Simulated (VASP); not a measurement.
# ZnCu (Pmmm) in VASP: a series of runs, part 3 of 3

VASP 6.6.1. Earlier steps stand in the parts before.

## Step 4: Single point, PBEsol (strain +0.0350 x Voigt [1, -1, 0, 0, 0, 0])

Input file INCAR:

```
ALGO     = Fast           # electronic algorithm
EDIFF    = 1E-6           # SCF threshold, eV
ENCUT    = 520            # plane-wave cutoff, eV
GGA      = PS             # functional
ISIF     = 2              # what is computed and relaxed
ISMEAR   = 0              # smearing method
LASPH    = True           # aspherical terms in the spheres
LCHARG   = False          # write CHGCAR
LREAL    = False          # projectors in reciprocal space
LWAVE    = False          # write WAVECAR
NBANDS   = 18             # bands
NELM     = 100            # most SCF steps
PREC     = Accurate       # precision mode
SIGMA    = 0.15           # smearing width, eV
```

Input file KPOINTS:

```
k-points
0
Gamma
  16 16 16
```

Input file POSCAR:

```
ZnCu
1.0
    3.0480750000      0.0000000000      0.0000000000
    0.0000000000      2.8419250000      0.0000000000
    0.0000000000      0.0000000000      2.9450000000
Zn Cu
1 1
Direct
    0.5000000000      0.5000000000      0.5000000000
    0.0000000000      0.0000000000      0.0000000000
```

Potentials or basis: VASP PAW PBE potentials, release 64 (Zn, Cu).

Command:

```bash
cat potpaw_PBE.64/Zn/POTCAR potpaw_PBE.64/Cu/POTCAR > POTCAR
mpirun -np 1 vasp_std > vasp.out
```

OUTCAR:

```text
EDIFF = 1E-6
   ENCUT = 520
   GGA = PS
   ISIF = 2
   ISMEAR = 0
   LASPH = True
   LREAL = False
   NELM = 100
   PREC = Accurate

 ion  position               nearest neighbor table
   1  0.500  0.500  0.500-   2 2.55   2 2.55   2 2.55   2 2.55   2 2.55   2 2.55   2 2.55   2 2.55

   2  0.000  0.000  0.000-   1 2.55   1 2.55   1 2.55   1 2.55   1 2.55   1 2.55   1 2.55   1 2.55

  LATTYP: Found a simple orthorhombic cell.
 ALAT       =     2.8419250000
 B/A-ratio  =     1.0362694301
 C/A-ratio  =     1.0725388601

  Lattice vectors:

 A1 = (   0.0000000000,   2.8419250000,   0.0000000000)
 A2 = (   0.0000000000,   0.0000000000,   2.9450000000)
 A3 = (   3.0480750000,   0.0000000000,   0.0000000000)

Analysis of symmetry for initial positions (statically):
=====================================================================
 Subroutine PRICEL returns:
 Original cell was already a primitive cell.

 Routine SETGRP: Setting up the symmetry group for a
 simple orthorhombic supercell.

 Subroutine GETGRP returns: Found  8 space group operations
 (whereof  8 operations were pure point group operations)
 out of a pool of  8 trial point group operations.

The static configuration has the point symmetry D_2h.

Analysis of symmetry for dynamics (positions and initial velocities):
=====================================================================
 Subroutine PRICEL returns:
 Original cell was already a primitive cell.

 Routine SETGRP: Setting up the symmetry group for a
 simple orthorhombic supercell.

 Subroutine GETGRP returns: Found  8 space group operations
 (whereof  8 operations were pure point group operations)
 out of a pool of  8 trial point group operations.

The dynamic configuration has the point symmetry D_2h.

 Subroutine INISYM returns: Found  8 space group operations
 (whereof  8 operations are pure point group operations),
 and found     1 'primitive' translations

----------------------------------------------------------------------------------------

                                     Primitive cell

  volume of cell :      25.5108

  direct lattice vectors                    reciprocal lattice vectors
     3.048075000  0.000000000  0.000000000     0.328075917  0.000000000  0.000000000
     0.000000000  2.841925000  0.000000000     0.000000000  0.351874170  0.000000000
     0.000000000  0.000000000  2.945000000     0.000000000  0.000000000  0.339558574

  length of vectors
     3.048075000  2.841925000  2.945000000     0.328075917  0.351874170  0.339558574

  position of ions in fractional coordinates (direct lattice)
     0.500000000  0.500000000  0.500000000
     0.000000000  0.000000000  0.000000000

  ion indices of the primitive-cell ions
   primitive index   ion index
                 1           1
                 2           2

----------------------------------------------------------------------------------------

 KPOINTS: k-points

Automatic generation of k-mesh.
 Grid dimensions read from file:
 generate k-points for:   16   16   16

 Generating k-lattice:

  Cartesian coordinates                     Fractional coordinates (reciprocal lattice)
     0.020504745  0.000000000  0.000000000     0.062500000  0.000000000  0.000000000
     0.000000000  0.021992136  0.000000000     0.000000000  0.062500000  0.000000000
     0.000000000  0.000000000  0.021222411     0.000000000  0.000000000  0.062500000

  Length of vectors
     0.020504745  0.021992136  0.021222411

  Shift w.r.t. Gamma in fractional coordinates (k-lattice)
     0.000000000  0.000000000  0.000000000

 Subroutine IBZKPT returns following result:
 ===========================================

 Found    729 irreducible k-points:

 Following reciprocal coordinates:
            Coordinates               Weight
  0.000000  0.000000  0.000000      1.000000
  0.062500  0.000000  0.000000      2.000000
  0.125000  0.000000  0.000000      2.000000
  0.187500  0.000000  0.000000      2.000000
  0.250000  0.000000  0.000000      2.000000
  0.312500  0.000000  0.000000      2.000000
[... 16 lines left out ...]
  0.250000  0.125000  0.000000      4.000000
  0.312500  0.125000  0.000000      4.000000
 [... further k-points ...]
   k-points           NKPTS =    729   k-points in BZ     NKDIM =    729   number of bands    NBANDS=     18
   number of dos      NEDOS =    301   number of ions     NIONS =      2
   total plane-waves  NPLWV =  13824
   dimension x,y,z NGX =    24 NGY =   24 NGZ =   24
   dimension x,y,z NGXF=    48 NGYF=   48 NGZF=   48
   ions per type =               1   1
   NGX,Y,Z   is equivalent  to a cutoff of  13.09, 14.04, 13.55 a.u.
   NGXF,Y,Z  is equivalent  to a cutoff of  26.18, 28.08, 27.10 a.u.
 SYSTEM =  unknown system
   PREC   = accura    normal or accurate (medium, high low for compatibility)
   ISTART =      0    job   : 0-new  1-cont  2-samecut
   ICHARG =      2    charge: 1-file 2-atom 10-const
   ISPIN  =      1    spin polarized calculation?
   LNONCOLLINEAR =      F non collinear calculations
   LSORBIT =      F    spin-orbit coupling
   LASPH  =      T    aspherical Exc in radial PAW
   ENCUT  =  520.0 eV  38.22 Ry    6.18 a.u.   5.67  5.28  5.48*2*pi/ulx,y,z
   NELM   =    100;   NELMIN=  2; NELMDL= -5     # of ELM steps
   EDIFF  = 0.1E-05   stopping-criterion for ELM
   LREAL  =      F    real-space projection
   EDIFFG = 0.1E-04   stopping-criterion for IOM
   NSW    =      0    number of steps for IOM
   IBRION =     -1    ionic relax: 0-MD 1-quasi-New 2-CG
   NFREE  =      0    steps in history (QN), initial steepest desc. (CG)
   ISIF   =      2    stress and relaxation
   ISYM   =      2    0-nonsym 1-usesym 2-fastsym
   POTIM  = 0.5000    time-step for ionic-motion
   TEBEG  =    0.0;   TEEND  =   0.0 temperature during run
   PSTRESS=    0.0 pullay stress
   NELECT =      23.0000    total number of electrons
   NUPDOWN=      -1.0000    fix difference up-down
   EMIN   =  10.00;   EMAX   =-10.00  energy-range for DOS
   EFERMI =   0.00;   METHOD = LEGACY
   ISMEAR =     0;   SIGMA  =   0.15  broadening in eV -4-tet -1-fermi 0-gaus
   EFERMI_NEDOS =   21; number of points for ismear=-14 and -15
   IALGO  =     68    algorithm
   IMIX   =      4    mixing-type and parameters
     AMIX     =   0.40;   BMIX     =  1.00
     AMIX_MAG =   1.60;   BMIX_MAG =  1.00
  volume/ion in A,a.u.               =      12.76        86.08
  Fermi-wavevector in a.u.,A,eV,Ry     =   1.581526  2.988650 34.031213  2.501224
  Thomas-Fermi vector in A             =   2.681588
   LORBIT       =      0    0 simple, 1 ext, 2 COOP (PROOUT), +10 PAW based schemes
   GGA     = PS    functional components
   LHFCALC =     F    Hartree Fock is set to
   AEXX    =    0.0000 exact exchange contribution
   IVDW    =     0    specifies the selected vdW correction
   LEPSILON=     F    determine dielectric tensor
   LRPA    =     F    only Hartree local field effects (RPA)
 non-spin polarized calculation
 RMM-DIIS sequential band-by-band and
 Gauss-broadening in eV      SIGMA  =   0.15
  energy-cutoff  :      520.00
  volume of cell :       25.51
 maximum number of plane-waves:       707
 NGX is ok and might be reduce to    24
   NGX = 11   NGY = 11   NGZ = 11

 number of electron      22.9999997 magnetization

 Free energy of the ion-electron system (eV)
  ---------------------------------------------------
  ext. energy  EPLUGINS =         0.00000000
  ---------------------------------------------------
  free energy    TOTEN  =        -6.08601146 eV

  energy without entropy =       -6.07987193  energy(sigma->0) =       -6.08294170

 E-fermi :   5.3766     XC(G=0): -12.5722

 val. band max:        5.3759240430   @ k =   0.5000   0.3125   0.3750
 cond. band min:       5.3916266505   @ k =   0.5000   0.3750   0.3125
 fundamental gap:      0.0157026075
 Fermi energy:         5.3766044770

 k-point     1 :       0.0000    0.0000    0.0000
  band No.  band energies     occupation
      1      -5.0020      2.00000
      2      -2.4733      2.00000
      3      -2.4404      2.00000
      4      -1.7963      2.00000
      5      -1.7431      2.00000
      6      -1.7030      2.00000
[... 10 lines left out ...]
     17      18.4681      0.00000
     18      27.9248      0.00000
[... 463 lines left out ...]
 k-point    24 :       0.3125    0.1250    0.0000
  band No.  band energies     occupation
      1      -3.2319      2.00000
      2      -2.2885      2.00000
      3      -2.1244      2.00000
      4      -1.8790      2.00000
      5      -1.7662      2.00000
      6      -1.7089      2.00000
[... 10 lines left out ...]
     17      21.3336      0.00000
     18      22.2926      0.00000

 [... further k-points ...]

------------------------ aborting loop because EDIFF is reached ----------------------------------------

  FORCE on cell =-STRESS in cart. coord.  units (eV):
  Direction    XX          YY          ZZ          XY          YZ          ZX
  --------------------------------------------------------------------------------------
  -------------------------------------------------------------------------------------
  Total       -0.6407090     -0.4649877     -0.5834402      0.0000000     -0.0000000      0.0000000
  in kB      -40.2390595    -29.2030659    -36.6423571      0.0000000     -0.0000000      0.0000000
  external PRESSURE =     -35.3614942 kB  Pullay stress =       0.0000000 kB

 VOLUME and BASIS-vectors are now :
 -----------------------------------------------------------------------------
  energy-cutoff  :      520.00
  volume of cell :       25.51
      direct lattice vectors                 reciprocal lattice vectors
     3.048075000  0.000000000  0.000000000     0.328075917  0.000000000  0.000000000
     0.000000000  2.841925000  0.000000000     0.000000000  0.351874170  0.000000000
     0.000000000  0.000000000  2.945000000     0.000000000  0.000000000  0.339558574

 POSITION                                       TOTAL-FORCE (eV/Angst)
 -----------------------------------------------------------------------------------
      1.52404      1.42096      1.47250         0.000000      0.000000      0.000000
      0.00000      0.00000      0.00000         0.000000      0.000000      0.000000
 -----------------------------------------------------------------------------------
    total drift:                                0.000000      0.000000     -0.000000

  FREE ENERGIE OF THE ION-ELECTRON SYSTEM (eV)
  ---------------------------------------------------
  free  energy   TOTEN  =        -6.0860114594 eV

  energy  without entropy=       -6.0798719325  energy(sigma->0) =       -6.08294170
```

Run time: 3.7 min. Hardware: 1 thread of Intel Xeon 6975P-C (Granite Rapids), shared host; peak memory 0.43 GiB.

Results:

```
Free energy            : -6.0860 eV
Pressure               : -3.5 GPa
Band gap on the k mesh : zero (an odd number of electrons rules out a gap without spin polarisation)
```

Levels at points of the mesh, in eV from the Fermi level:
```tsv
k point	band 8	band 9	band 10	band 11	band 12	band 13	band 14	band 15	band 16	band 17
(0.00, 0.00, 0.00)	-3.54	-2.77	-2.73	-2.69	5.02	6.18	7.48	10.33	11.44	13.09
(0.50, 0.00, 0.00)	-3.75	-3.29	-3.16	-2.76	-2.23	11.32	11.99	12.52	13.26	13.42
(0.00, 0.50, 0.00)	-3.65	-3.41	-3.30	-2.85	-1.77	10.99	11.50	12.04	12.63	12.92
(0.50, 0.50, 0.00)	-2.92	-2.86	-2.49	-1.97	-1.83	1.77	2.13	13.91	15.48	15.56
(0.00, 0.00, 0.50)	-3.71	-3.41	-3.17	-2.80	-2.01	10.62	11.16	12.64	12.85	13.56
(0.50, 0.00, 0.50)	-2.85	-2.83	-2.55	-2.18	-2.11	1.42	1.73	14.86	16.48	16.51
(0.00, 0.50, 0.50)	-2.95	-2.91	-2.43	-1.71	-1.64	2.09	2.48	13.07	14.61	14.65
(0.50, 0.50, 0.50)	-4.27	-2.53	-2.41	3.86	4.18	4.21	4.35	4.50	4.52	4.81
```

Caveat: the cell differs from its parent crystal (strain +0.0350 x Voigt [1, -1, 0, 0, 0, 0]); the cell stands under tension; the PAW data sets were made with another functional, which shifts forces and pressure a little.

## Step 5: The runs side by side

| cell | further INCAR settings | gap on the mesh (eV) | pressure (GPa) |
| --- | --- | --- | --- |
| a = 2.886, b = 3.004, c = 2.945 Å, 2 atoms | ALGO = Fast; EDIFF = 1e-06; NBANDS = 18 | none | -3.7 |
| a = 2.974, b = 2.916, c = 2.945 Å, 2 atoms | ALGO = Fast; EDIFF = 1e-07; NBANDS = 18 | none | -4.0 |
| a = 3.048, b = 2.842, c = 2.945 Å, 2 atoms | ALGO = Fast; EDIFF = 1e-06; NBANDS = 18 | none | -3.5 |

Alike in all rows: task single point; level PBEsol; potentials or basis VASP PAW PBE potentials, release 64 (Zn, Cu); no spin polarisation; k mesh 16 × 16 × 16; cutoff (eV) 520; smearing gaussian 0.15 eV.

Caveats: the cell stands under tension; the PAW data sets were made with another functional, which shifts forces and pressure a little.

Absolute energies hang on the potentials; compare differences alone.
